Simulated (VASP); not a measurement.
# BN (R3m) in VASP: notebook

The runs below take BN through single point, with LDA.

All numbers are computed with VASP 6.6.1; they aren't measurements. Logs are shortened: lines on timing, memory, paths and dates and some standing lists are left out, and cuts for length are marked.

## 1. The cell of the first run

The structure is trigonal, space group R3m (No. 160). Conventional cell: a = 2.702 Å, b = 2.702 Å, c = 10.524 Å, α = 90.00°, β = 90.00°, γ = 120.00°. B (site symmetry 3m) has 3 N at 1.56 Å within 2.1 Å. Within 2.1 Å of N (site symmetry 3m) lie 3 B at 1.56 Å.

## 2. Single point, LDA (strain +0.080 along x and y, +0.040 along z)

File INCAR:

```
SYSTEM = BN
ALGO = Normal
EDIFF = 1E-6
ENCUT = 600
GGA = CA
GGA_COMPAT = .FALSE.
ISIF = 2
ISMEAR = 0
LASPH = .TRUE.
LCHARG = .TRUE.
LELF = .TRUE.
LREAL = .FALSE.
LVHAR = .TRUE.
LWAVE = .FALSE.
NBANDS = 11
NELM = 120
PREC = Accurate
SIGMA = 0.05
```

File KPOINTS:

```
k-points
0
G
  12 12 12
  0 0 0
```

File POSCAR:

```
BN
1.0
    1.3512115259      0.7801223382      3.5078517794
   -1.3512115259      0.7801223382      3.5078517794
    0.0000000000     -1.5602446764      3.5078517794
B N
1 1
Direct
    0.9996712000      0.9996712000      0.9996712000
    0.3327618000      0.3327618000      0.3327618000
```

Potentials or basis: VASP PAW LDA potentials, release 64 (B, N).

Run with:

```console
cat potpaw_LDA.64/B/POTCAR potpaw_LDA.64/N/POTCAR > POTCAR
mpirun -np 1 vasp_std > vasp.out
```

OUTCAR:

```text
SYSTEM = BN
   EDIFF = 1E-6
   ENCUT = 600
   GGA = CA
   ISIF = 2
   ISMEAR = 0
   LASPH = .TRUE.
   LREAL = .FALSE.
   NELM = 120
   PREC = Accurate

 ion  position               nearest neighbor table
   1  1.000  1.000  1.000-   2 1.56   2 1.56   2 1.56
   2  0.333  0.333  0.333-   1 1.56   1 1.56   1 1.56

  LATTYP: Found a trigonal (rhomboedric) cell.
 ALAT       =     3.8391910029
 COS(alpha) =     0.7522593689

  Lattice vectors:

 A1 = (   1.3512115259,   0.7801223382,   3.5078517794)
 A2 = (  -1.3512115259,   0.7801223382,   3.5078517794)
 A3 = (   0.0000000000,  -1.5602446764,   3.5078517794)

Analysis of symmetry for initial positions (statically):
=====================================================================
 Subroutine PRICEL returns:
 Original cell was already a primitive cell.

 Routine SETGRP: Setting up the symmetry group for a
 trigonal (rhombohedral) supercell.

 Subroutine GETGRP returns: Found  6 space group operations
 (whereof  6 operations were pure point group operations)
 out of a pool of 12 trial point group operations.

The static configuration has the point symmetry C_3v.

Analysis of symmetry for dynamics (positions and initial velocities):
=====================================================================
 Subroutine PRICEL returns:
 Original cell was already a primitive cell.

 Routine SETGRP: Setting up the symmetry group for a
 trigonal (rhombohedral) supercell.

 Subroutine GETGRP returns: Found  6 space group operations
 (whereof  6 operations were pure point group operations)
 out of a pool of 12 trial point group operations.

The dynamic configuration has the point symmetry C_3v.

 Subroutine INISYM returns: Found  6 space group operations
 (whereof  6 operations are pure point group operations),
 and found     1 'primitive' translations

----------------------------------------------------------------------------------------

                                     Primitive cell

  volume of cell :      22.1860

  direct lattice vectors                    reciprocal lattice vectors
     1.351211526  0.780122338  3.507851779     0.370038288  0.213641705  0.095024920
    -1.351211526  0.780122338  3.507851779    -0.370038288  0.213641705  0.095024920
     0.000000000 -1.560244676  3.507851779     0.000000000 -0.427283411  0.095024920

  length of vectors
     3.839191003  3.839191003  3.839191003     0.437722342  0.437722342  0.437722342

  position of ions in fractional coordinates (direct lattice)
     0.999671200  0.999671200  0.999671200
     0.332761800  0.332761800  0.332761800

  ion indices of the primitive-cell ions
   primitive index   ion index
                 1           1
                 2           2

----------------------------------------------------------------------------------------

 KPOINTS: k-points

Automatic generation of k-mesh.
 Grid dimensions read from file:
 generate k-points for:   12   12   12

 Generating k-lattice:

  Cartesian coordinates                     Fractional coordinates (reciprocal lattice)
     0.030836524  0.017803475  0.007918743     0.083333333 -0.000000000  0.000000000
    -0.030836524  0.017803475  0.007918743    -0.000000000  0.083333333  0.000000000
     0.000000000 -0.035606951  0.007918743     0.000000000  0.000000000  0.083333333

  Length of vectors
     0.036476862  0.036476862  0.036476862

  Shift w.r.t. Gamma in fractional coordinates (k-lattice)
     0.000000000  0.000000000  0.000000000

 Subroutine IBZKPT returns following result:
 ===========================================

 Found    189 irreducible k-points:

 Following reciprocal coordinates:
            Coordinates               Weight
  0.000000  0.000000  0.000000      1.000000
  0.083333 -0.000000  0.000000      6.000000
  0.166667 -0.000000 -0.000000      6.000000
  0.250000 -0.000000  0.000000      6.000000
  0.333333 -0.000000  0.000000      6.000000
  0.416667 -0.000000 -0.000000      6.000000
[... 16 lines left out ...]
  0.500000  0.166667 -0.000000     12.000000
 -0.416667  0.166667  0.000000     12.000000
 [... further k-points ...]
   k-points           NKPTS =    189   k-points in BZ     NKDIM =    189   number of bands    NBANDS=     11
   number of dos      NEDOS =    301   number of ions     NIONS =      2
   total plane-waves  NPLWV =  32768
   dimension x,y,z NGX =    32 NGY =   32 NGZ =   32
   dimension x,y,z NGXF=    64 NGYF=   64 NGZF=   64
   ions per type =               1   1
   NGX,Y,Z   is equivalent  to a cutoff of  13.86, 13.86, 13.86 a.u.
   NGXF,Y,Z  is equivalent  to a cutoff of  27.71, 27.71, 27.71 a.u.
 SYSTEM =  BN
   PREC   = accura    normal or accurate (medium, high low for compatibility)
   ISTART =      0    job   : 0-new  1-cont  2-samecut
   ICHARG =      2    charge: 1-file 2-atom 10-const
   ISPIN  =      1    spin polarized calculation?
   LNONCOLLINEAR =      F non collinear calculations
   LSORBIT =      F    spin-orbit coupling
   LASPH  =      T    aspherical Exc in radial PAW
   ENCUT  =  600.0 eV  44.10 Ry    6.64 a.u.   7.67  7.67  7.67*2*pi/ulx,y,z
   NELM   =    120;   NELMIN=  2; NELMDL= -5     # of ELM steps
   EDIFF  = 0.1E-05   stopping-criterion for ELM
   LREAL  =      F    real-space projection
   EDIFFG = 0.1E-04   stopping-criterion for IOM
   NSW    =      0    number of steps for IOM
   IBRION =     -1    ionic relax: 0-MD 1-quasi-New 2-CG
   NFREE  =      0    steps in history (QN), initial steepest desc. (CG)
   ISIF   =      2    stress and relaxation
   ISYM   =      2    0-nonsym 1-usesym 2-fastsym
   POTIM  = 0.5000    time-step for ionic-motion
   TEBEG  =    0.0;   TEEND  =   0.0 temperature during run
   PSTRESS=    0.0 pullay stress
   NELECT =       8.0000    total number of electrons
   NUPDOWN=      -1.0000    fix difference up-down
   EMIN   =  10.00;   EMAX   =-10.00  energy-range for DOS
   EFERMI =   0.00;   METHOD = LEGACY
   ISMEAR =     0;   SIGMA  =   0.05  broadening in eV -4-tet -1-fermi 0-gaus
   EFERMI_NEDOS =   21; number of points for ismear=-14 and -15
   IALGO  =     38    algorithm
   IMIX   =      4    mixing-type and parameters
     AMIX     =   0.40;   BMIX     =  1.00
     AMIX_MAG =   1.60;   BMIX_MAG =  1.00
  volume/ion in A,a.u.               =      11.09        74.86
  Fermi-wavevector in a.u.,A,eV,Ry     =   1.165231  2.201967 18.473487  1.357763
  Thomas-Fermi vector in A             =   2.301759
   LORBIT       =      0    0 simple, 1 ext, 2 COOP (PROOUT), +10 PAW based schemes
   GGA     = CA    functional components
   LHFCALC =     F    Hartree Fock is set to
   AEXX    =    0.0000 exact exchange contribution
   IVDW    =     0    specifies the selected vdW correction
   LEPSILON=     F    determine dielectric tensor
   LRPA    =     F    only Hartree local field effects (RPA)
 non-spin polarized calculation
 Gauss-broadening in eV      SIGMA  =   0.05
  energy-cutoff  :      600.00
  volume of cell :       22.19
 maximum number of plane-waves:       764
   NGX = 15   NGY = 15   NGZ = 15

 number of electron       8.0000000 magnetization

 Free energy of the ion-electron system (eV)
  ---------------------------------------------------
  ext. energy  EPLUGINS =         0.00000000
  ---------------------------------------------------
  free energy    TOTEN  =       -18.55842639 eV

  energy without entropy =      -18.55842639  energy(sigma->0) =      -18.55842639

 E-fermi :   1.0809     XC(G=0):  -9.7284

 val. band max:        0.7934166244   @ k =  -0.3333   0.3333   0.0000
 cond. band min:       4.5160154746   @ k =   0.5000   0.5000   0.0000
 fundamental gap:      3.7225988502
 Fermi energy:         1.0809462233

 k-point     1 :       0.0000    0.0000    0.0000
  band No.  band energies     occupation
      1     -15.4537      2.00000
      2      -2.4500      2.00000
      3      -0.7091      2.00000
      4      -0.7091      2.00000
      5       5.2414      0.00000
      6      10.5376      0.00000
      7      10.5376      0.00000
      8      11.2466      0.00000
      9      11.9171      0.00000
     10      22.8502      0.00000
     11      25.3599      0.00000

 k-point     2 :       0.0833   -0.0000    0.0000
  band No.  band energies     occupation
      1     -15.3384      2.00000
      2      -2.3317      2.00000
      3      -1.2262      2.00000
      4      -0.9108      2.00000
      5       5.5271      0.00000
      6      10.4534      0.00000
      7      10.9051      0.00000
      8      11.0035      0.00000
      9      12.2931      0.00000
     10      23.1254      0.00000
     11      23.7955      0.00000

 k-point     3 :       0.1667   -0.0000   -0.0000
  band No.  band energies     occupation
      1     -15.0004      2.00000
      2      -2.4980      2.00000
      3      -1.9728      2.00000
      4      -1.4068      2.00000
      5       6.2139      0.00000
      6       9.9621      0.00000
      7      10.3167      0.00000
      8      12.2697      0.00000
      9      13.2476      0.00000
     10      21.2399      0.00000
     11      23.3631      0.00000

 k-point     4 :       0.2500   -0.0000    0.0000
  band No.  band energies     occupation
      1     -14.4681      2.00000
      2      -4.0505      2.00000
      3      -1.9887      2.00000
      4      -1.4126      2.00000
      5       7.0052      0.00000
      6       8.7451      0.00000
      7      10.2535      0.00000
      8      14.0489      0.00000
      9      14.4422      0.00000
     10      19.2391      0.00000
     11      21.9704      0.00000
[... 239 lines left out ...]
 k-point    22 :       0.4167    0.1667   -0.0000
  band No.  band energies     occupation
      1     -13.5183      2.00000
      2      -5.5496      2.00000
      3      -3.5469      2.00000
      4      -0.6618      2.00000
      5       6.5745      0.00000
      6       9.7022      0.00000
      7      11.6290      0.00000
      8      13.5833      0.00000
      9      16.1336      0.00000
     10      17.9075      0.00000
     11      20.5488      0.00000

 k-point    23 :       0.5000    0.1667   -0.0000
  band No.  band energies     occupation
      1     -12.9487      2.00000
      2      -6.5135      2.00000
      3      -3.9956      2.00000
      4       0.0893      2.00000
      5       5.6680      0.00000
      6      10.1402      0.00000
      7      12.1968      0.00000
      8      13.9931      0.00000
      9      16.1254      0.00000
     10      17.8091      0.00000
     11      20.0898      0.00000

 k-point    24 :      -0.4167    0.1667    0.0000
  band No.  band energies     occupation
      1     -12.7093      2.00000
      2      -6.9025      2.00000
      3      -4.1455      2.00000
      4       0.5655      2.00000
      5       5.2179      0.00000
      6      10.0903      0.00000
      7      12.4980      0.00000
      8      13.6492      0.00000
      9      16.3329      0.00000
     10      17.9350      0.00000
     11      20.1201      0.00000

 [... further k-points ...]
[... 5 lines left out ...]
  --------------------------------------------------------------------------------------
  -------------------------------------------------------------------------------------
  Total       -8.3434057     -8.3434057     -0.2091605      0.0000000      0.0000000      0.0000000
  in kB     -602.5254619   -602.5254618    -15.1046878      0.0000000      0.0000000      0.0000000
  external PRESSURE =    -406.7185372 kB  Pullay stress =       0.0000000 kB

 VOLUME and BASIS-vectors are now :
 -----------------------------------------------------------------------------
  energy-cutoff  :      600.00
  volume of cell :       22.19
      direct lattice vectors                 reciprocal lattice vectors
     1.351211526  0.780122338  3.507851779     0.370038288  0.213641705  0.095024920
    -1.351211526  0.780122338  3.507851779    -0.370038288  0.213641705  0.095024920
     0.000000000 -1.560244676  3.507851779     0.000000000 -0.427283411  0.095024920

 POSITION                                       TOTAL-FORCE (eV/Angst)
 -----------------------------------------------------------------------------------
      0.00000      0.00000     10.52010         0.000000     -0.000000     -0.000607
      0.00000      0.00000      3.50184         0.000000      0.000000      0.000607
 -----------------------------------------------------------------------------------
    total drift:                                0.000000     -0.000000     -0.000001

  FREE ENERGIE OF THE ION-ELECTRON SYSTEM (eV)
  ---------------------------------------------------
  free  energy   TOTEN  =       -18.5584263940 eV

  energy  without entropy=      -18.5584263940  energy(sigma->0) =      -18.55842639
```

Run time: 2.1 min. Hardware: 1 thread of Intel Xeon 8259CL, shared host; peak memory 0.18 GiB.

Results:

```yaml
Free_energy: -18.5584 eV
Pressure: -40.7 GPa
Band_gap_on_the_k_mesh: 3.72 eV, indirect (least direct gap 3.99 eV)
```

Levels at points of the mesh, in eV from the valence-band top:
| k point | band 1 | band 2 | band 3 | band 4 | band 5 | band 6 | band 7 | band 8 | band 9 |
| --- | --- | --- | --- | --- | --- | --- | --- | --- | --- |
| (0.00, 0.00, 0.00) | -16.25 | -3.24 | -1.50 | -1.50 | 4.45 | 9.74 | 9.74 | 10.45 | 11.12 |
| (0.50, 0.00, 0.00) | -13.70 | -8.02 | -3.73 | -0.44 | 4.57 | 7.67 | 11.44 | 13.46 | 17.44 |
| (0.50, 0.50, 0.00) | -13.64 | -7.90 | -3.79 | -0.96 | 3.72 | 7.60 | 12.46 | 15.22 | 17.36 |
| (0.50, 0.50, 0.50) | -16.03 | -5.05 | -1.52 | -1.52 | 8.55 | 8.59 | 9.68 | 9.68 | 13.99 |

Caveat: the cell differs from its parent crystal (strain +0.080 along x and y, +0.040 along z). A k mesh can miss the band edges.

## 3. Single point, LDA (strain +0.080 along x and y, +0.080 along z)

File INCAR:

```
SYSTEM = BN
ALGO = Normal ; EDIFF = 1E-6
ENCUT = 600 ; GGA_COMPAT = .FALSE.
ISIF = 2 ; ISMEAR = 0
LASPH = .TRUE. ; LCHARG = .TRUE.
LELF = .TRUE. ; LREAL = .FALSE.
LVHAR = .TRUE. ; LWAVE = .FALSE.
NBANDS = 11 ; NELM = 120
PREC = Accurate ; SIGMA = 0.05
```

KPOINTS is that of step 2.

File POSCAR:

```
BN
1.0
    1.3512115259      0.7801223382      3.6427691556
   -1.3512115259      0.7801223382      3.6427691556
    0.0000000000     -1.5602446764      3.6427691556
B N
1 1
Direct
    0.9996712000      0.9996712000      0.9996712000
    0.3327618000      0.3327618000      0.3327618000
```

Potentials or basis: VASP PAW LDA potentials, release 64 (B, N).

Run with:

```console
cat potpaw_LDA.64/B/POTCAR potpaw_LDA.64/N/POTCAR > POTCAR
mpirun -np 1 vasp_std > vasp.out
```

It took 1.8 min on 1 thread of Intel Xeon 8259CL, shared host; peak memory 0.18 GiB.

The run converged. Its results:

| Property | Result |
| --- | --- |
| Free energy | -18.5509 eV |
| Pressure | -39.3 GPa |
| Largest force | 0.014 eV/Å |
| Band gap on the k mesh | 3.78 eV, indirect (least direct gap 3.98 eV) |

Forces on the atoms (eV/Å):
```
B    0.000  0.000 -0.014
N    0.000  0.000  0.014
```

Stress tensor (GPa, compression positive):
```
-58.13   0.00   0.00
  0.00 -58.13   0.00
  0.00   0.00  -1.60
```

Levels at points of the mesh, in eV from the valence-band top:
```csv
k point,band 2,band 3,band 4,band 5,band 6,band 7
"(0.00, 0.00, 0.00)",-3.42,-1.52,-1.52,4.31,9.72,9.72
"(0.50, 0.00, 0.00)",-8.01,-3.76,-0.50,4.51,7.61,11.30
"(0.50, 0.50, 0.00)",-7.93,-3.80,-0.92,3.78,7.61,12.25
"(0.50, 0.50, 0.50)",-4.93,-1.53,-1.53,8.31,8.41,9.67
```

Caveat: the cell differs from its parent crystal (strain +0.080 along x and y, +0.080 along z). A k mesh can miss the band edges.
